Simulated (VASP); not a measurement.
AlNi:

```
Ni Al
1.0
     2.88100    0.00000    0.00000
     0.00000    2.88100    0.00000
     0.00000    0.00000    2.88100
Ni Al
1 1
Direct
  0.50000 0.50000 0.50000
  0.00000 0.00000 0.00000
```

Base run:

- Program: VASP 6.6.1
- Functional: PBE
- Potentials or basis: VASP PAW PBE potentials, release 64 (Ni_sv_GW, Al)
- Cutoff: 690 eV
- k mesh: 8 × 8 × 8
- Occupations: fermi-dirac, width 0.05 eV
- Spin: collinear spin, ferromagnetic start
- Starting moments: [1.5, 0.0] μB
- Fixed moment: 1.5 μB

Its results: pressure 12.5 GPa; site moments Ni +1.02; Al +0.09 μB.

**Question.** The run is repeated on the same cell with these changes: fixed moment from 1.5 μB to 1.2 μB; moments at the start from [1.5, 0.0] to [1.2, 0.0]. What comes out?

**Answer.** Pressure 6.7 GPa; site moments Ni +0.84; Al +0.07 μB.

Caveats: the cell stands under pressure; the total moment is fixed, so each spin has its own Fermi level and the state may be an excited one.
